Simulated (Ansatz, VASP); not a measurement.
## One calculation of GaN, two programs

File INCAR:

```
SYSTEM = GaN
PREC = Accurate
ENCUT = 600
EDIFF = 1E-7
ISMEAR = -1
SIGMA = 0.1
LREAL = .FALSE.
LASPH = .TRUE.
NELM = 60
ALGO = Normal
ISIF = 3
LWAVE = .FALSE.
LCHARG = .FALSE.
IBRION = 2
NSW = 100
EDIFFG = -0.002
```

KPOINTS

```
regular mesh
0
G
  16 16 8
  0 0 0
```

POSCAR

```
GaN
1.0
    3.1800000000      0.0000000000      0.0000000000
   -1.5900000000      2.7539607840      0.0000000000
    0.0000000000      0.0000000000      5.1660000000
Ga N
2 2
Direct
    0.3333333333      0.6666666667      0.0000000000
    0.6666666667      0.3333333333      0.5000000000
    0.3333333333      0.6666666667      0.3750000000
    0.6666666667      0.3333333333      0.8750000000
```

Input for Ansatz:

```yaml
crystal:
  lattice:
    - [3.17999999999, 0.0, 0.0]
    - [-1.58999999999, 2.75396078402, 0.0]
    - [0.0, 0.0, 5.166]
  atoms:
    - { symbol: Ga, position: [0.333333333333, 0.666666666667, 0.0] }
    - { symbol: Ga, position: [0.666666666667, 0.333333333333, 0.5] }
    - { symbol: "N", position: [0.333333333333, 0.666666666667, 0.375] }
    - { symbol: "N", position: [0.666666666667, 0.333333333333, 0.875] }
kpoints:
  mp_grid: { grid: [16, 16, 8] }
scf:
  occupations: { method: fermi_dirac, width: 0.1 }
hamiltonian:
  xc: lda
  pseudopotentials: { kind: paw }
relax:
  f_tol: 0.002
  max_steps: 80
  cell: {}
output:
  forces: true
  stress: true
```

Alike in both runs: task relaxation of cell and atoms; functional LDA; k mesh 16 × 16 × 8; occupations fermi-dirac, width 0.1 eV; no spin polarisation.

|  | VASP | Ansatz |
| --- | --- | --- |
| version | VASP 6.6.1 | Ansatz 0.2.0 |
| potentials or method | VASP PAW LDA potentials, release 64 (Ga_d, N) | PAW with Ansatz's default frozen-core files, scalar-relativistic |
| plane-wave cutoff (eV) | 600 | 420 |
| valence electrons in the cell | 36 | 36 |

|  | VASP | Ansatz | Ansatz less VASP |
| --- | --- | --- | --- |
| relaxed volume (Å³/atom) | 11.11 | 11.05 | -0.055 |
| relaxed length of the cell vector where the two differ most in proportion (Å) | 5.147 | 5.138 | -0.0088 |

LDA's correlation is that of Perdew and Zunger in VASP and of Perdew and Wang (1992) in Ansatz.
